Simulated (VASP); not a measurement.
A run of VASP 6.6.1 is set up as follows.

File POSCAR:

```
BaZrO3
1.0
    4.1913400000      0.0000000000      0.0000000000
    0.0000000000      4.1913400000      0.0000000000
    0.0000000000      0.0000000000      4.1913400000
Ba Zr O
1 1 3
Direct
    0.0000000000      0.0000000000      0.0000000000
    0.5000000000      0.5000000000      0.5000000000
    0.0000000000      0.5000000000      0.5000000000
    0.5000000000      0.0000000000      0.5000000000
    0.5000000000      0.5000000000      0.0000000000
```

The input INCAR.step1:

```
SYSTEM = BaZrO3
ALGO = Normal
EDIFF = 1E-4
ENCUT = 600
GGA = PE
ISMEAR = 0
LASPH = .TRUE.
LCHARG = .FALSE.
LREAL = .FALSE.
LWAVE = .TRUE.
NELM = 100
PREC = Accurate
SIGMA = 0.01
```

File INCAR.step2:

```
SYSTEM = BaZrO3
ALGO = Normal
EDIFF = 1E-7
EDIFFG = -0.01
ENCUT = 600
IBRION = 2
ISIF = 3
ISMEAR = 0
ISTART = 1
IVDW = 13
LASPH = .TRUE.
LCHARG = .FALSE.
LMIXTAU = .TRUE.
LREAL = .FALSE.
LWAVE = .FALSE.
METAGGA = R2SCAN
NELM = 100
NSW = 80
PREC = Accurate
SIGMA = 0.01
VDW_A1 = 0.51559235
VDW_A2 = 5.77342911
VDW_S6 = 1.0
VDW_S8 = 0.6018749
```

KPOINTS

```
k-points
0
G
  6 6 6
  0 0 0
```

Potentials or basis: VASP PAW PBE potentials, release 64 (Ba_sv, Zr_sv, O).

Command:

```bash
$ cat potpaw_PBE.64/Ba_sv/POTCAR potpaw_PBE.64/Zr_sv/POTCAR potpaw_PBE.64/O/POTCAR > POTCAR
$ cp INCAR.step1 INCAR
$ mpirun -np 1 vasp_std > vasp.out
$ cp INCAR.step2 INCAR
$ mpirun -np 1 vasp_std > vasp.out
```

(1) Predict the relaxed volume.

(2) Estimate the relaxed cell.

(3) Estimate the band gap on the k mesh.

## Answers

(1) 14.88 Å³/atom.

(2) a = 4.206 Å, b = 4.206 Å, c = 4.206 Å, α = 90.00°, β = 90.00°, γ = 90.00°.

(3) 3.68 eV, indirect (least direct gap 3.93 eV).

Caveat: the PAW data sets were made with another functional, which shifts forces and pressure a little; spin-orbit coupling is left out, which moves the levels of the heavy elements.
